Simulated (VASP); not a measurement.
# CaO (R-3m) in VASP: notebook

Runs on CaO. Level: PBEsol. Tasks: single point.

All numbers are computed with VASP 6.6.1; they aren't measurements. Logs are shortened: lines on timing, memory, paths and dates and some standing lists are left out, and cuts for length are marked.

## (1) The cell of the first run

The structure is trigonal, space group R-3m (No. 166). Conventional cell: a = 3.404 Å, b = 3.404 Å, c = 8.208 Å, α = 90.00°, β = 90.00°, γ = 120.00°. Within 3.2 Å of Ca (site symmetry -3m) lie 6 O at 2.39 Å. Within 3.2 Å of O (site symmetry -3m) lie 6 Ca at 2.39 Å.

## (2) Single point, PBEsol

INCAR reads:

```
  ALGO = Normal
  EDIFF = 1E-6
  ENCUT = 600
  GGA = PS
  GGA_COMPAT = False
  ISIF = 2
  ISMEAR = 0
  LASPH = True
  LCHARG = False
  LREAL = False
  LWAVE = False
  NBANDS = 15
  NELM = 120
  PREC = Accurate
  SIGMA = 0.01
```

KPOINTS reads:

```
k-points
0
Gamma
  6 6 6
```

POSCAR reads:

```
CaO
1.0
   -0.0251364753      2.3820558295      2.3820558295
    2.3820558295     -0.0251364753      2.3820558295
    2.3820558295      2.3820558295     -0.0251364753
Ca O
1 1
Direct
    0.0000000000      0.0000000000      0.0000000000
    0.5000000000      0.5000000000      0.5000000000
```

Potentials or basis: VASP PAW PBE potentials, release 64 (Ca_sv, O).

Launch:

```sh
> cat potpaw_PBE.64/Ca_sv/POTCAR potpaw_PBE.64/O/POTCAR > POTCAR
> mpirun -np 1 vasp_std > vasp.out
```

OUTCAR:

```text
EDIFF = 1E-6
   ENCUT = 600
   GGA = PS
   ISIF = 2
   ISMEAR = 0
   LASPH = True
   LREAL = False
   NELM = 120
   PREC = Accurate

 ion  position               nearest neighbor table
   1  0.000  0.000  0.000-   2 2.39   2 2.39   2 2.39   2 2.39   2 2.39   2 2.39
   2  0.500  0.500  0.500-   1 2.39   1 2.39   1 2.39   1 2.39   1 2.39   1 2.39

  LATTYP: Found a trigonal (rhomboedric) cell.
 ALAT       =     3.3688294394
 COS(alpha) =     0.4894203215

  Lattice vectors:

 A1 = (  -0.0251364753,   2.3820558295,   2.3820558295)
 A2 = (   2.3820558295,  -0.0251364753,   2.3820558295)
 A3 = (   2.3820558295,   2.3820558295,  -0.0251364753)

Analysis of symmetry for initial positions (statically):
=====================================================================
 Subroutine PRICEL returns:
 Original cell was already a primitive cell.

 Routine SETGRP: Setting up the symmetry group for a
 trigonal (rhombohedral) supercell.

 Subroutine GETGRP returns: Found 12 space group operations
 (whereof 12 operations were pure point group operations)
 out of a pool of 12 trial point group operations.

The static configuration has the point symmetry D_3d.

Analysis of symmetry for dynamics (positions and initial velocities):
=====================================================================
 Subroutine PRICEL returns:
 Original cell was already a primitive cell.

 Routine SETGRP: Setting up the symmetry group for a
 trigonal (rhombohedral) supercell.

 Subroutine GETGRP returns: Found 12 space group operations
 (whereof 12 operations were pure point group operations)
 out of a pool of 12 trial point group operations.

The dynamic configuration has the point symmetry D_3d.

 Subroutine INISYM returns: Found 12 space group operations
 (whereof 12 operations are pure point group operations),
 and found     1 'primitive' translations

----------------------------------------------------------------------------------------

                                     Primitive cell

  volume of cell :      27.4603

  direct lattice vectors                    reciprocal lattice vectors
    -0.025136475  2.382055830  2.382055830    -0.206609127  0.208812607  0.208812607
     2.382055830 -0.025136475  2.382055830     0.208812607 -0.206609127  0.208812607
     2.382055830  2.382055830 -0.025136475     0.208812607  0.208812607 -0.206609127

  length of vectors
     3.368829439  3.368829439  3.368829439     0.360406355  0.360406355  0.360406355

  position of ions in fractional coordinates (direct lattice)
     0.000000000  0.000000000  0.000000000
     0.500000000  0.500000000  0.500000000

  ion indices of the primitive-cell ions
   primitive index   ion index
                 1           1
                 2           2

----------------------------------------------------------------------------------------

 KPOINTS: k-points

Automatic generation of k-mesh.
 Grid dimensions read from file:
 generate k-points for:    6    6    6

 Generating k-lattice:

  Cartesian coordinates                     Fractional coordinates (reciprocal lattice)
    -0.034434854  0.034802101  0.034802101     0.166666667  0.000000000  0.000000000
     0.034802101 -0.034434854  0.034802101     0.000000000  0.166666667  0.000000000
     0.034802101  0.034802101 -0.034434854     0.000000000  0.000000000  0.166666667

  Length of vectors
     0.060067726  0.060067726  0.060067726

  Shift w.r.t. Gamma in fractional coordinates (k-lattice)
     0.000000000  0.000000000  0.000000000

 Subroutine IBZKPT returns following result:
 ===========================================

 Found     32 irreducible k-points:

 Following reciprocal coordinates:
            Coordinates               Weight
  0.000000  0.000000  0.000000      1.000000
  0.166667  0.000000  0.000000      6.000000
  0.333333 -0.000000  0.000000      6.000000
  0.500000  0.000000  0.000000      3.000000
  0.166667  0.166667 -0.000000      6.000000
  0.333333  0.166667  0.000000     12.000000
[... 16 lines left out ...]
  0.500000  0.500000  0.166667      6.000000
 -0.333333  0.500000  0.166667     12.000000
 [... further k-points ...]
   k-points           NKPTS =     32   k-points in BZ     NKDIM =     32   number of bands    NBANDS=     15
   number of dos      NEDOS =    301   number of ions     NIONS =      2
   total plane-waves  NPLWV =  21952
   dimension x,y,z NGX =    28 NGY =   28 NGZ =   28
   dimension x,y,z NGXF=    56 NGYF=   56 NGZF=   56
   ions per type =               1   1
   NGX,Y,Z   is equivalent  to a cutoff of  13.82, 13.82, 13.82 a.u.
   NGXF,Y,Z  is equivalent  to a cutoff of  27.64, 27.64, 27.64 a.u.
 SYSTEM =  unknown system
   PREC   = accura    normal or accurate (medium, high low for compatibility)
   ISTART =      0    job   : 0-new  1-cont  2-samecut
   ICHARG =      2    charge: 1-file 2-atom 10-const
   ISPIN  =      1    spin polarized calculation?
   LNONCOLLINEAR =      F non collinear calculations
   LSORBIT =      F    spin-orbit coupling
   LASPH  =      T    aspherical Exc in radial PAW
   ENCUT  =  600.0 eV  44.10 Ry    6.64 a.u.   6.73  6.73  6.73*2*pi/ulx,y,z
   NELM   =    120;   NELMIN=  2; NELMDL= -5     # of ELM steps
   EDIFF  = 0.1E-05   stopping-criterion for ELM
   LREAL  =      F    real-space projection
   EDIFFG = 0.1E-04   stopping-criterion for IOM
   NSW    =      0    number of steps for IOM
   IBRION =     -1    ionic relax: 0-MD 1-quasi-New 2-CG
   NFREE  =      0    steps in history (QN), initial steepest desc. (CG)
   ISIF   =      2    stress and relaxation
   ISYM   =      2    0-nonsym 1-usesym 2-fastsym
   POTIM  = 0.5000    time-step for ionic-motion
   TEBEG  =    0.0;   TEEND  =   0.0 temperature during run
   PSTRESS=    0.0 pullay stress
   NELECT =      16.0000    total number of electrons
   NUPDOWN=      -1.0000    fix difference up-down
   EMIN   =  10.00;   EMAX   =-10.00  energy-range for DOS
   EFERMI =   0.00;   METHOD = LEGACY
   ISMEAR =     0;   SIGMA  =   0.01  broadening in eV -4-tet -1-fermi 0-gaus
   EFERMI_NEDOS =   21; number of points for ismear=-14 and -15
   IALGO  =     38    algorithm
   IMIX   =      4    mixing-type and parameters
     AMIX     =   0.40;   BMIX     =  1.00
     AMIX_MAG =   1.60;   BMIX_MAG =  1.00
  volume/ion in A,a.u.               =      13.73        92.66
  Fermi-wavevector in a.u.,A,eV,Ry     =   1.367349  2.583916 25.438054  1.869644
  Thomas-Fermi vector in A             =   2.493410
   LORBIT       =      0    0 simple, 1 ext, 2 COOP (PROOUT), +10 PAW based schemes
   GGA     = PS    functional components
   LHFCALC =     F    Hartree Fock is set to
   AEXX    =    0.0000 exact exchange contribution
   IVDW    =     0    specifies the selected vdW correction
   LEPSILON=     F    determine dielectric tensor
   LRPA    =     F    only Hartree local field effects (RPA)
 non-spin polarized calculation
 Gauss-broadening in eV      SIGMA  =   0.01
  energy-cutoff  :      600.00
  volume of cell :       27.46
 maximum number of plane-waves:       930
   NGX = 13   NGY = 13   NGZ = 13

 number of electron      15.9999997 magnetization

 Free energy of the ion-electron system (eV)
  ---------------------------------------------------
  ext. energy  EPLUGINS =         0.00000000
  ---------------------------------------------------
  free energy    TOTEN  =       -13.41097840 eV

  energy without entropy =      -13.41097840  energy(sigma->0) =      -13.41097840

 E-fermi :   2.4118     XC(G=0): -10.7898

 val. band max:        2.2916968695   @ k =   0.0000   0.0000   0.0000
 cond. band min:       5.7844715050   @ k =   0.5000   0.5000   0.0000
 fundamental gap:      3.4927746355
 Fermi energy:         2.4118026812

 k-point     1 :       0.0000    0.0000    0.0000
  band No.  band energies     occupation
      1     -35.0888      2.00000
      2     -15.9226      2.00000
      3     -15.9226      2.00000
      4     -15.9198      2.00000
      5     -13.2092      2.00000
      6       2.2396      2.00000
      7       2.2396      2.00000
      8       2.2917      2.00000
      9       6.9028      0.00000
     10       8.4164      0.00000
     11       8.4164      0.00000
     12       8.5890      0.00000
     13      10.0317      0.00000
     14      10.0317      0.00000
     15      17.1539      0.00000

 k-point     2 :       0.1667    0.0000    0.0000
  band No.  band energies     occupation
      1     -35.0615      2.00000
      2     -16.3032      2.00000
      3     -15.9353      2.00000
      4     -15.9352      2.00000
      5     -12.8098      2.00000
      6       1.3589      2.00000
      7       1.8758      2.00000
      8       1.9319      2.00000
      9       8.0235      0.00000
     10       8.4156      0.00000
     11       8.8845      0.00000
     12       9.0395      0.00000
     13      10.6743      0.00000
     14      10.6763      0.00000
     15      18.0717      0.00000

 k-point     3 :       0.3333   -0.0000    0.0000
  band No.  band energies     occupation
      1     -35.0062      2.00000
      2     -16.8843      2.00000
      3     -15.9655      2.00000
      4     -15.9600      2.00000
      5     -12.1868      2.00000
      6       0.0691      2.00000
      7       1.2620      2.00000
      8       1.3337      2.00000
      9       8.7689      0.00000
     10       9.9141      0.00000
     11       9.9584      0.00000
     12      10.1380      0.00000
     13      12.0020      0.00000
     14      12.0080      0.00000
     15      17.4822      0.00000
[... 343 lines left out ...]
 k-point    23 :       0.5000    0.5000    0.1667
  band No.  band energies     occupation
      1     -34.9500      2.00000
      2     -16.6257      2.00000
      3     -16.2432      2.00000
      4     -16.1258      2.00000
      5     -12.6713      2.00000
      6       0.7503      2.00000
      7       1.4006      2.00000
      8       1.6199      2.00000
      9       6.6660      0.00000
     10      10.4356      0.00000
     11      11.1458      0.00000
     12      11.4822      0.00000
     13      11.7318      0.00000
     14      13.9747      0.00000
     15      16.4670      0.00000

 k-point    24 :      -0.3333    0.5000    0.1667
  band No.  band energies     occupation
      1     -34.9423      2.00000
      2     -16.4720      2.00000
      3     -16.3378      2.00000
      4     -16.2678      2.00000
      5     -12.6396      2.00000
      6       1.0256      2.00000
      7       1.1526      2.00000
      8       1.4315      2.00000
      9       7.2175      0.00000
     10       9.9436      0.00000
     11      10.6807      0.00000
     12      11.9208      0.00000
     13      12.0785      0.00000
     14      15.1982      0.00000
     15      15.9299      0.00000

 [... further k-points ...]

------------------------ aborting loop because EDIFF is reached ----------------------------------------

  FORCE on cell =-STRESS in cart. coord.  units (eV):
  Direction    XX          YY          ZZ          XY          YZ          ZX
  --------------------------------------------------------------------------------------
  -------------------------------------------------------------------------------------
  Total       -0.1822709     -0.1822709     -0.1822709      0.1341906      0.1341906      0.1341906
  in kB      -10.6346192    -10.6346192    -10.6346192      7.8293662      7.8293662      7.8293662
  external PRESSURE =     -10.6346192 kB  Pullay stress =       0.0000000 kB

 VOLUME and BASIS-vectors are now :
 -----------------------------------------------------------------------------
  energy-cutoff  :      600.00
  volume of cell :       27.46
      direct lattice vectors                 reciprocal lattice vectors
    -0.025136475  2.382055830  2.382055830    -0.206609127  0.208812607  0.208812607
     2.382055830 -0.025136475  2.382055830     0.208812607 -0.206609127  0.208812607
     2.382055830  2.382055830 -0.025136475     0.208812607  0.208812607 -0.206609127

 POSITION                                       TOTAL-FORCE (eV/Angst)
 -----------------------------------------------------------------------------------
      0.00000      0.00000      0.00000        -0.000000      0.000000     -0.000000
      2.36949      2.36949      2.36949         0.000000     -0.000000      0.000000
 -----------------------------------------------------------------------------------
    total drift:                                0.000000      0.000000      0.000000

  FREE ENERGIE OF THE ION-ELECTRON SYSTEM (eV)
  ---------------------------------------------------
  free  energy   TOTEN  =       -13.4109783986 eV

  energy  without entropy=      -13.4109783986  energy(sigma->0) =      -13.41097840
```

It took 14 s on 1 thread of Intel Xeon Platinum 8488C (Sapphire Rapids), shared host; peak memory 0.16 GiB.

Results:

```yaml
Free_energy: -13.4110 eV
Pressure: -1.1 GPa
Band_gap_on_the_k_mesh: 3.49 eV (least direct gap 3.88 eV)
```

Caveat: the PAW data sets were made with another functional, which shifts forces and pressure a little. A k mesh can miss the band edges.

## (3) Single point, PBEsol

INCAR reads:

```
SYSTEM = CaO
PREC = Accurate ; ENCUT = 600
EDIFF = 1E-6 ; ISMEAR = 0
SIGMA = 0.01 ; LREAL = .FALSE.
LASPH = .TRUE. ; NELM = 120
ALGO = Normal ; ISIF = 2
LWAVE = .FALSE. ; LCHARG = .FALSE.
GGA = PS ; NBANDS = 15
GGA_COMPAT = .FALSE.
```

KPOINTS reads:

```
regular mesh
0
G
  6 6 6
  0 0 0
```

POSCAR is that of step 2.

Potentials or basis: VASP PAW PBE potentials, release 64 (Ca_sv, O).

Launch:

```sh
> cat potpaw_PBE.64/Ca_sv/POTCAR potpaw_PBE.64/O/POTCAR > POTCAR
> mpirun -np 1 vasp_std > vasp.out
```

It took 22 s on 1 thread of Intel Xeon Platinum 8488C (Sapphire Rapids), shared host; peak memory 0.16 GiB.

Results (log left out):

* Free energy: -13.4110 eV
* Pressure: -1.1 GPa
* Band gap on the k mesh: 3.49 eV (least direct gap 3.88 eV)

Stress tensor (GPa, compression positive):
```
-1.06  0.78  0.78
 0.78 -1.06  0.78
 0.78  0.78 -1.06
```

Levels at points of the mesh, in eV from the valence-band top:
| k point | band 4 | band 5 | band 6 | band 7 | band 8 | band 9 | band 10 | band 11 | band 12 | band 13 |
| --- | --- | --- | --- | --- | --- | --- | --- | --- | --- | --- |
| (0.00, 0.00, 0.00) | -18.21 | -15.50 | -0.05 | -0.05 | 0.00 | 4.61 | 6.12 | 6.12 | 6.30 | 7.74 |
| (0.50, 0.00, 0.00) | -18.26 | -14.21 | -2.76 | -1.30 | -1.22 | 7.01 | 8.30 | 8.38 | 8.46 | 10.52 |
| (0.50, 0.50, 0.00) | -18.45 | -15.25 | -1.35 | -0.44 | -0.39 | 3.49 | 8.08 | 8.95 | 9.62 | 9.64 |
| (0.50, 0.50, 0.50) | -18.28 | -14.22 | -2.75 | -1.33 | -1.33 | 7.06 | 8.37 | 8.46 | 8.46 | 10.55 |

Caveat: the PAW data sets were made with another functional, which shifts forces and pressure a little. A k mesh can miss the band edges.
